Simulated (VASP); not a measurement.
# MgO (Pm-3m) in VASP: single point with PBE

Aim: the single point of MgO with PBE.

Everything below comes from runs of VASP 6.6.1. Logs are shortened: lines on timing, memory, paths and dates and some standing lists are left out, and cuts for length are marked.

### Step 1. The cell of the first run

The structure is cubic, space group Pm-3m (No. 221). The conventional cell has a = 2.680 Å, b = 2.680 Å, c = 2.680 Å, α = 90.00°, β = 90.00°, γ = 90.00°. Mg (site symmetry m-3m) has 8 O at 2.32 Å and 6 Mg at 2.68 Å within 3.1 Å. O (site symmetry m-3m) has 8 Mg at 2.32 Å and 6 O at 2.68 Å within 3.1 Å.

### Step 2. Single point, PBE

The input, INCAR:

```
  ALGO = Normal
  EDIFF = 1E-7
  ENCUT = 520
  GGA = PE
  ISIF = 2
  ISMEAR = 0
  LASPH = T
  LCHARG = F
  LREAL = F
  LWAVE = F
  NBANDS = 11
  NELM = 100
  PREC = Accurate
  SIGMA = 0.05
```

The input, KPOINTS:

```
k-points
0
Gamma
  10 10 10
```

The input, POSCAR:

```
MgO
1.0
   -0.8932516467      1.7865032933      1.7865032933
    1.7865032933     -0.8932516467      1.7865032933
    1.7865032933      1.7865032933     -0.8932516467
Mg O
1 1
Direct
    0.0000000000      0.0000000000      0.0000000000
    0.5000000000      0.5000000000      0.5000000000
```

Potentials or basis: VASP PAW PBE potentials, release 64 (Mg, O).

Command:

```console
> cat potpaw_PBE.64/Mg/POTCAR potpaw_PBE.64/O/POTCAR > POTCAR
> mpirun -np 1 vasp_std > vasp.out
```

OUTCAR:

```text
EDIFF = 1E-7
   ENCUT = 520
   GGA = PE
   ISIF = 2
   ISMEAR = 0
   LASPH = T
   LREAL = F
   NELM = 100
   PREC = Accurate

 ion  position               nearest neighbor table
   1  0.000  0.000  0.000-   2 2.32   2 2.32   2 2.32   2 2.32   2 2.32   2 2.32   2 2.32   2 2.32

   2  0.500  0.500  0.500-   1 2.32   1 2.32   1 2.32   1 2.32   1 2.32   1 2.32   1 2.32   1 2.32

  LATTYP: Found a simple cubic cell.
 ALAT       =     2.6797549400

  Lattice vectors:

 A1 = (  -0.8932516467,   1.7865032933,   1.7865032933)
 A2 = (   1.7865032933,  -0.8932516467,   1.7865032933)
 A3 = (   1.7865032933,   1.7865032933,  -0.8932516467)

Analysis of symmetry for initial positions (statically):
=====================================================================
 Subroutine PRICEL returns:
 Original cell was already a primitive cell.

 Routine SETGRP: Setting up the symmetry group for a
 simple cubic supercell.

 Subroutine GETGRP returns: Found 48 space group operations
 (whereof 48 operations were pure point group operations)
 out of a pool of 48 trial point group operations.

The static configuration has the point symmetry O_h .

Analysis of symmetry for dynamics (positions and initial velocities):
=====================================================================
 Subroutine PRICEL returns:
 Original cell was already a primitive cell.

 Routine SETGRP: Setting up the symmetry group for a
 simple cubic supercell.

 Subroutine GETGRP returns: Found 48 space group operations
 (whereof 48 operations were pure point group operations)
 out of a pool of 48 trial point group operations.

The dynamic configuration has the point symmetry O_h .

 Subroutine INISYM returns: Found 48 space group operations
 (whereof 48 operations are pure point group operations),
 and found     1 'primitive' translations

----------------------------------------------------------------------------------------

                                     Primitive cell

  volume of cell :      19.2436

  direct lattice vectors                    reciprocal lattice vectors
    -0.893251647  1.786503293  1.786503293    -0.124389484  0.248778967  0.248778967
     1.786503293 -0.893251647  1.786503293     0.248778967 -0.124389484  0.248778967
     1.786503293  1.786503293 -0.893251647     0.248778967  0.248778967 -0.124389484

  length of vectors
     2.679754940  2.679754940  2.679754940     0.373168451  0.373168451  0.373168451

  position of ions in fractional coordinates (direct lattice)
     0.000000000  0.000000000  0.000000000
     0.500000000  0.500000000  0.500000000

  ion indices of the primitive-cell ions
   primitive index   ion index
                 1           1
                 2           2

----------------------------------------------------------------------------------------

 KPOINTS: k-points

Automatic generation of k-mesh.
 Grid dimensions read from file:
 generate k-points for:   10   10   10

 Generating k-lattice:

  Cartesian coordinates                     Fractional coordinates (reciprocal lattice)
    -0.012438948  0.024877897  0.024877897     0.100000000  0.000000000 -0.000000000
     0.024877897 -0.012438948  0.024877897     0.000000000  0.100000000 -0.000000000
     0.024877897  0.024877897 -0.012438948    -0.000000000 -0.000000000  0.100000000

  Length of vectors
     0.037316845  0.037316845  0.037316845

  Shift w.r.t. Gamma in fractional coordinates (k-lattice)
     0.000000000  0.000000000  0.000000000

 Subroutine IBZKPT returns following result:
 ===========================================

 Found     56 irreducible k-points:

 Following reciprocal coordinates:
            Coordinates               Weight
  0.000000  0.000000  0.000000      1.000000
  0.100000 -0.000000 -0.000000      6.000000
  0.200000 -0.000000 -0.000000      6.000000
  0.300000 -0.000000 -0.000000      6.000000
  0.400000  0.000000  0.000000      6.000000
  0.500000  0.000000  0.000000      3.000000
[... 16 lines left out ...]
  0.200000  0.100000  0.100000     24.000000
  0.300000  0.100000  0.100000     24.000000
 [... further k-points ...]
   k-points           NKPTS =     56   k-points in BZ     NKDIM =     56   number of bands    NBANDS=     11
   number of dos      NEDOS =    301   number of ions     NIONS =      2
   total plane-waves  NPLWV =   8000
   dimension x,y,z NGX =    20 NGY =   20 NGZ =   20
   dimension x,y,z NGXF=    40 NGYF=   40 NGZF=   40
   ions per type =               1   1
   NGX,Y,Z   is equivalent  to a cutoff of  12.41, 12.41, 12.41 a.u.
   NGXF,Y,Z  is equivalent  to a cutoff of  24.82, 24.82, 24.82 a.u.
 SYSTEM =  unknown system
   PREC   = accura    normal or accurate (medium, high low for compatibility)
   ISTART =      0    job   : 0-new  1-cont  2-samecut
   ICHARG =      2    charge: 1-file 2-atom 10-const
   ISPIN  =      1    spin polarized calculation?
   LNONCOLLINEAR =      F non collinear calculations
   LSORBIT =      F    spin-orbit coupling
   LASPH  =      T    aspherical Exc in radial PAW
   ENCUT  =  520.0 eV  38.22 Ry    6.18 a.u.   4.98  4.98  4.98*2*pi/ulx,y,z
   NELM   =    100;   NELMIN=  2; NELMDL= -5     # of ELM steps
   EDIFF  = 0.1E-06   stopping-criterion for ELM
   LREAL  =      F    real-space projection
   EDIFFG = 0.1E-05   stopping-criterion for IOM
   NSW    =      0    number of steps for IOM
   IBRION =     -1    ionic relax: 0-MD 1-quasi-New 2-CG
   NFREE  =      0    steps in history (QN), initial steepest desc. (CG)
   ISIF   =      2    stress and relaxation
   ISYM   =      2    0-nonsym 1-usesym 2-fastsym
   POTIM  = 0.5000    time-step for ionic-motion
   TEBEG  =    0.0;   TEEND  =   0.0 temperature during run
   PSTRESS=    0.0 pullay stress
   NELECT =       8.0000    total number of electrons
   NUPDOWN=      -1.0000    fix difference up-down
   EMIN   =  10.00;   EMAX   =-10.00  energy-range for DOS
   EFERMI =   0.00;   METHOD = LEGACY
   ISMEAR =     0;   SIGMA  =   0.05  broadening in eV -4-tet -1-fermi 0-gaus
   EFERMI_NEDOS =   21; number of points for ismear=-14 and -15
   IALGO  =     38    algorithm
   IMIX   =      4    mixing-type and parameters
     AMIX     =   0.40;   BMIX     =  1.00
     AMIX_MAG =   1.60;   BMIX_MAG =  1.00
  volume/ion in A,a.u.               =       9.62        64.93
  Fermi-wavevector in a.u.,A,eV,Ry     =   1.221827  2.308918 20.311613  1.492861
  Thomas-Fermi vector in A             =   2.356996
   LORBIT       =      0    0 simple, 1 ext, 2 COOP (PROOUT), +10 PAW based schemes
   GGA     = PE    functional components
   LHFCALC =     F    Hartree Fock is set to
   AEXX    =    0.0000 exact exchange contribution
   IVDW    =     0    specifies the selected vdW correction
   LEPSILON=     F    determine dielectric tensor
   LRPA    =     F    only Hartree local field effects (RPA)
 non-spin polarized calculation
 Gauss-broadening in eV      SIGMA  =   0.05
  energy-cutoff  :      520.00
  volume of cell :       19.24
 maximum number of plane-waves:       552
 NGX is ok and might be reduce to    20
   NGX =  9   NGY =  9   NGZ =  9

 number of electron       7.9999993 magnetization

 Free energy of the ion-electron system (eV)
  ---------------------------------------------------
  ext. energy  EPLUGINS =         0.00000000
  ---------------------------------------------------
  free energy    TOTEN  =       -10.39543066 eV

  energy without entropy =      -10.39543066  energy(sigma->0) =      -10.39543066

 E-fermi :   4.7628     XC(G=0): -11.0674

 val. band max:        4.5443202807   @ k =   0.5000   0.5000   0.0000
 cond. band min:       6.6006517360   @ k =   0.0000   0.0000   0.0000
 fundamental gap:      2.0563314553
 Fermi energy:         4.7628139819

 k-point     1 :       0.0000    0.0000    0.0000
  band No.  band energies     occupation
      1     -13.6229      2.00000
      2       3.5946      2.00000
      3       3.5946      2.00000
      4       3.5946      2.00000
      5       6.6007      0.00000
      6      14.8878      0.00000
      7      14.8878      0.00000
      8      24.0032      0.00000
      9      24.0032      0.00000
     10      24.0032      0.00000
     11      31.3528      0.00000

 k-point     2 :       0.1000   -0.0000   -0.0000
  band No.  band energies     occupation
      1     -13.5327      2.00000
      2       2.7530      2.00000
      3       3.6337      2.00000
      4       3.6337      2.00000
      5       7.2413      0.00000
      6      15.0386      0.00000
      7      15.0882      0.00000
      8      23.8521      0.00000
      9      23.8521      0.00000
     10      24.2131      0.00000
     11      30.4320      0.00000

 k-point     3 :       0.2000   -0.0000   -0.0000
  band No.  band energies     occupation
      1     -13.2841      2.00000
      2       1.2172      2.00000
      3       3.7381      2.00000
      4       3.7381      2.00000
      5       8.3401      0.00000
      6      15.1508      0.00000
      7      15.6852      0.00000
      8      23.4077      0.00000
      9      23.4077      0.00000
     10      25.1250      0.00000
     11      28.5220      0.00000

 k-point     4 :       0.3000   -0.0000   -0.0000
  band No.  band energies     occupation
      1     -12.9474      2.00000
      2      -0.2372      2.00000
      3       3.8715      2.00000
      4       3.8715      2.00000
      5       9.4657      0.00000
      6      14.7553      0.00000
      7      16.6577      0.00000
      8      22.7776      0.00000
      9      22.7776      0.00000
     10      25.4914      0.00000
     11      27.0597      0.00000
[... 239 lines left out ...]
 k-point    22 :       0.1000    0.1000    0.1000
  band No.  band energies     occupation
      1     -13.3571      2.00000
      2       2.4203      2.00000
      3       3.1779      2.00000
      4       3.1779      2.00000
      5       8.2872      0.00000
      6      15.3422      0.00000
      7      15.3422      0.00000
      8      22.5569      0.00000
      9      24.6619      0.00000
     10      24.6619      0.00000
     11      28.2809      0.00000

 k-point    23 :       0.2000    0.1000    0.1000
  band No.  band energies     occupation
      1     -13.1179      2.00000
      2       1.3177      2.00000
      3       3.0404      2.00000
      4       3.3126      2.00000
      5       9.2298      0.00000
      6      15.3778      0.00000
      7      15.7059      0.00000
      8      21.9873      0.00000
      9      23.9441      0.00000
     10      26.0000      0.00000
     11      26.6940      0.00000

 k-point    24 :       0.3000    0.1000    0.1000
  band No.  band energies     occupation
      1     -12.7945      2.00000
      2      -0.0341      2.00000
      3       3.2235      2.00000
      4       3.4867      2.00000
      5      10.2349      0.00000
      6      14.8229      0.00000
      7      16.2192      0.00000
      8      21.9005      0.00000
      9      22.8480      0.00000
     10      25.7072      0.00000
     11      26.1148      0.00000

 [... further k-points ...]
[... 5 lines left out ...]
  --------------------------------------------------------------------------------------
  -------------------------------------------------------------------------------------
  Total       -0.4401112     -0.4401112     -0.4401112      0.0000000      0.0000000      0.0000000
  in kB      -36.6427234    -36.6427234    -36.6427234      0.0000000      0.0000000      0.0000000
  external PRESSURE =     -36.6427234 kB  Pullay stress =       0.0000000 kB

 VOLUME and BASIS-vectors are now :
 -----------------------------------------------------------------------------
  energy-cutoff  :      520.00
  volume of cell :       19.24
      direct lattice vectors                 reciprocal lattice vectors
    -0.893251647  1.786503293  1.786503293    -0.124389484  0.248778967  0.248778967
     1.786503293 -0.893251647  1.786503293     0.248778967 -0.124389484  0.248778967
     1.786503293  1.786503293 -0.893251647     0.248778967  0.248778967 -0.124389484

 POSITION                                       TOTAL-FORCE (eV/Angst)
 -----------------------------------------------------------------------------------
      0.00000      0.00000      0.00000         0.000000     -0.000000     -0.000000
      1.33988      1.33988      1.33988        -0.000000      0.000000      0.000000
 -----------------------------------------------------------------------------------
    total drift:                                0.000000     -0.000000      0.000000

  FREE ENERGIE OF THE ION-ELECTRON SYSTEM (eV)
  ---------------------------------------------------
  free  energy   TOTEN  =       -10.3954306631 eV

  energy  without entropy=      -10.3954306631  energy(sigma->0) =      -10.39543066
```

Wall time 6.3 s (1 thread of AMD EPYC 9R14 (Zen 4), shared host); peak memory 0.1 GiB.

Results:

| Item | Value |
| --- | --- |
| Free energy | -10.3954 eV |
| Pressure | -3.7 GPa |
| Band gap on the k mesh | 2.06 eV, indirect (least direct gap 3.01 eV) |

Levels at points of the mesh, in eV from the valence-band top:
| k point | band 2 | band 3 | band 4 | band 5 | band 6 | band 7 |
| --- | --- | --- | --- | --- | --- | --- |
| (0.00, 0.00, 0.00) | -0.95 | -0.95 | -0.95 | 2.06 | 10.34 | 10.34 |
| (0.50, 0.00, 0.00) | -6.19 | -0.52 | -0.52 | 6.58 | 8.88 | 14.26 |
| (0.50, 0.50, 0.00) | -4.45 | -4.45 | 0.00 | 4.75 | 11.62 | 11.62 |
| (0.50, 0.50, 0.50) | -3.38 | -3.38 | -3.38 | 7.26 | 7.26 | 7.26 |
